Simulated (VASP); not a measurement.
# Sn in VASP: single point with LDA

Aim: the single point of Sn with LDA.

Everything below comes from runs of VASP 6.6.1. Logs are shortened: lines on timing, memory, paths and dates and some standing lists are left out, and cuts for length are marked.

## (1) The cell of the first run

The cell holds a slab with vacuum, 10 atoms: a = 4.381 Å, b = 4.381 Å, c = 26.681 Å, α = 90.00°, β = 90.00°, γ = 82.70°.

## (2) Single point, LDA

Input file INCAR:

```
SYSTEM = Sn
PREC = Accurate ; ENCUT = 520
EDIFF = 1E-6 ; ISMEAR = 0
SIGMA = 0.1 ; LREAL = .FALSE.
LASPH = .TRUE. ; NELM = 80
ALGO = Normal ; ISIF = 2
LWAVE = .FALSE. ; LCHARG = .FALSE.
LDIPOL = .TRUE. ; IDIPOL = 3
DIPOL = 0.5 0.5 0.500 ; GGA = CA
NBANDS = 81
```

Input file KPOINTS:

```
regular mesh
0
G
  8 8 1
  0 0 0
```

Input file POSCAR:

```
Sn
1.0
    4.3809057178      0.0000000000      0.0000000000
    0.5565228175      4.3454133592      0.0000000000
    0.0000000000      0.0000000000     26.6808013776
Sn
10
Direct
    0.7745697731      0.7745697731      0.2811010019
    0.2182122164      0.2182122164      0.3068538252
    0.5491395462      0.5491395462      0.3841122951
    0.9927819895      0.9927819895      0.4098651184
    0.3237093194      0.3237093194      0.4871235883
    0.7673517626      0.7673517626      0.5128764117
    0.0982790925      0.0982790925      0.5901348816
    0.5419215358      0.5419215358      0.6158877049
    0.8728488656      0.8728488656      0.6931461748
    0.3164913089      0.3164913089      0.7188989981
```

Potentials or basis: VASP PAW LDA potentials, release 64 (Sn_d).

Run with:

```sh
$ cat potpaw_LDA.64/Sn_d/POTCAR > POTCAR
$ mpirun -np 1 vasp_std > vasp.out
```

OUTCAR:

```text
SYSTEM = Sn
   PREC = Accurate
   ENCUT = 520
   EDIFF = 1E-6
   ISMEAR = 0
   LREAL = .FALSE.
   LASPH = .TRUE.
   NELM = 80
   ISIF = 2
   GGA = CA

 ion  position               nearest neighbor table
   1  0.775  0.775  0.281-   2 3.00   2 3.00   2 3.00   3 3.12   2 3.72   4 3.72
   2  0.218  0.218  0.307-   3 3.00   1 3.00   1 3.00   1 3.00   4 3.12   1 3.72   3 3.72   3 3.72

   3  0.549  0.549  0.384-   2 3.00   4 3.00   4 3.00   4 3.00   5 3.12   1 3.12   4 3.72   2 3.72
                             2 3.72   6 3.72
   4  0.993  0.993  0.410-   3 3.00   3 3.00   3 3.00   5 3.00   2 3.12   6 3.12   5 3.72   5 3.72
                             3 3.72   1 3.72
   5  0.324  0.324  0.487-   6 3.00   4 3.00   6 3.00   6 3.00   3 3.12   7 3.12   4 3.72   4 3.72
                             6 3.72   8 3.72
   6  0.767  0.767  0.513-   5 3.00   7 3.00   5 3.00   5 3.00   8 3.12   4 3.12   7 3.72   7 3.72
                             5 3.72   3 3.72
   7  0.098  0.098  0.590-   8 3.00   8 3.00   8 3.00   6 3.00   9 3.12   5 3.12   6 3.72   6 3.72
                             8 3.72  10 3.72
   8  0.542  0.542  0.616-   9 3.00   7 3.00   7 3.00   7 3.00   6 3.12  10 3.12   7 3.72   9 3.72
                             9 3.72   5 3.72
   9  0.873  0.873  0.693-   8 3.00  10 3.00  10 3.00  10 3.00   7 3.12  10 3.72   8 3.72   8 3.72

  10  0.316  0.316  0.719-   9 3.00   9 3.00   9 3.00   8 3.12   9 3.72   7 3.72

  LATTYP: Found a base centered orthorhombic cell.
 ALAT       =     5.7886545786
 B/A-ratio  =     1.1362390933
 C/A-ratio  =     4.6091541679

  Lattice vectors:

 A1 = (  -0.5565228175,  -4.3454133592,   0.0000000000)
 A2 = (   4.3809057178,   0.0000000000,   0.0000000000)
 A3 = (   0.0000000000,   0.0000000000,  26.6808013776)

Analysis of symmetry for initial positions (statically):
=====================================================================
 Subroutine PRICEL returns:
 Original cell was already a primitive cell.

 Routine SETGRP: Setting up the symmetry group for a
 base centered orthorhombic supercell.

 Subroutine GETGRP returns: Found  4 space group operations
 (whereof  2 operations were pure point group operations)
 out of a pool of  8 trial point group operations.

The static configuration has the point symmetry C_1h.
 The point group associated with its full space group is C_2h.

Analysis of symmetry for dynamics (positions and initial velocities):
=====================================================================
 Subroutine PRICEL returns:
 Original cell was already a primitive cell.

 Routine SETGRP: Setting up the symmetry group for a
 base centered orthorhombic supercell.

 Subroutine GETGRP returns: Found  4 space group operations
[... 136 lines left out ...]
     AMIX_MAG =   1.60;   BMIX_MAG =  1.00
  volume/ion in A,a.u.               =      50.79       342.76
  Fermi-wavevector in a.u.,A,eV,Ry     =   1.065417  2.013346 15.444150  1.135113
  Thomas-Fermi vector in A             =   2.200968
   LORBIT       =      0    0 simple, 1 ext, 2 COOP (PROOUT), +10 PAW based schemes
   GGA     = CA    functional components
   LHFCALC =     F    Hartree Fock is set to
   AEXX    =    0.0000 exact exchange contribution
   IVDW    =     0    specifies the selected vdW correction
   LEPSILON=     F    determine dielectric tensor
   LRPA    =     F    only Hartree local field effects (RPA)
 non-spin polarized calculation
 Gauss-broadening in eV      SIGMA  =   0.10
  energy-cutoff  :      520.00
  volume of cell :      507.92
 maximum number of plane-waves:     13717
 NGX is ok and might be reduce to    36
   NGX = 17   NGY = 17   NGZ = 99

 dipolmoment           0.000000      0.000000     -0.000000 electrons x Angstroem

 number of electron     140.0000004 magnetization

 dipolmoment           0.000000      0.000000      0.000003 electrons x Angstroem

 Free energy of the ion-electron system (eV)
  ---------------------------------------------------
  ext. energy  EPLUGINS =         0.00000000
  ---------------------------------------------------
  free energy    TOTEN  =       -43.36408514 eV

  energy without entropy =      -43.33699320  energy(sigma->0) =      -43.35053917

 E-fermi :   2.1084     XC(G=0):  -6.1701

 val. band max:        2.0999597751   @ k =   0.1250   0.1250   0.0000
 cond. band min:       2.1174929695   @ k =  -0.2500   0.2500   0.0000
 fundamental gap:      0.0175331944
 Fermi energy:         2.1083594420

 k-point     1 :       0.0000    0.0000    0.0000
  band No.  band energies     occupation
      1     -19.5158      2.00000
      2     -19.4655      2.00000
      3     -19.4478      2.00000
      4     -19.4124      2.00000
      5     -19.3930      2.00000
      6     -19.3879      2.00000
[... 1753 lines left out ...]
     80       6.1437      0.00000
     81       6.5734      0.00000

------------------------ aborting loop because EDIFF is reached ----------------------------------------

 vacuum level on the upper side and lower side of the slab       (xc-potential included)        -0.121        -0.121

  FORCE on cell =-STRESS in cart. coord.  units (eV):
  Direction    XX          YY          ZZ          XY          YZ          ZX
  --------------------------------------------------------------------------------------
  -------------------------------------------------------------------------------------
  Total       -2.3293686     -2.4413359     -0.8733882      0.4371286      0.2106483      0.2393468
  in kB       -7.3477594     -7.7009489     -2.7550155      1.3788783      0.6644689      0.7549955
  external PRESSURE =      -5.9345746 kB  Pullay stress =       0.0000000 kB

 VOLUME and BASIS-vectors are now :
 -----------------------------------------------------------------------------
  energy-cutoff  :      520.00
  volume of cell :      507.92
      direct lattice vectors                 reciprocal lattice vectors
     4.380905718  0.000000000  0.000000000     0.228263301 -0.029233982  0.000000000
     0.556522817  4.345413359  0.000000000     0.000000000  0.230127704  0.000000000
     0.000000000  0.000000000 26.680801378     0.000000000  0.000000000  0.037480134

 POSITION                                       TOTAL-FORCE (eV/Angst)
 -----------------------------------------------------------------------------------
      3.82438      3.36583      7.50000         0.004289      0.003774      0.265794
      1.07741      0.94822      8.18711        -0.060952     -0.053643      0.000427
      2.71134      2.38624     10.24842         0.003769      0.003317     -0.240241
      4.90179      4.31405     10.93553         0.061896      0.054474     -0.198942
      1.59829      1.40665     12.99685         0.025641      0.022567      0.126654
      3.78874      3.33446     13.68395        -0.025641     -0.022567     -0.126654
      0.48525      0.42706     15.74527        -0.061896     -0.054474      0.198942
      2.67570      2.35487     16.43238        -0.003769     -0.003317      0.240241
      4.30963      3.79289     18.49370         0.060952      0.053643     -0.000427
      1.56265      1.37529     19.18080        -0.004289     -0.003774     -0.265794
 -----------------------------------------------------------------------------------
    total drift:                               -0.000097     -0.000086      0.000224

  FREE ENERGIE OF THE ION-ELECTRON SYSTEM (eV)
  ---------------------------------------------------
  free  energy   TOTEN  =       -43.3640851393 eV

  energy  without entropy=      -43.3369931994  energy(sigma->0) =      -43.35053917

 vacuum level on the upper side and lower side of the slab         6.362         6.362
```

Run time: 19 min. Hardware: 1 thread of Intel Xeon 6975P-C (Granite Rapids), shared host; peak memory 0.76 GiB.

What came out:

| Quantity | Value |
| --- | --- |
| Free energy | -43.3641 eV |
| Largest force | 0.266 eV/Å |
| Band gap on the k mesh | zero (bands 70 and 71 overlap by 2.22 eV) |

Forces in eV/Å, atoms in the order of the input:
```
Sn   0.004  0.004  0.266
Sn  -0.061 -0.054  0.000
Sn   0.004  0.003 -0.240
Sn   0.062  0.054 -0.199
Sn   0.026  0.023  0.127
Sn  -0.026 -0.023 -0.127
Sn  -0.062 -0.054  0.199
Sn  -0.004 -0.003  0.240
Sn   0.061  0.054  0.000
Sn  -0.004 -0.004 -0.266
```

Caveat: spin-orbit coupling is left out, which moves the levels of the heavy elements.
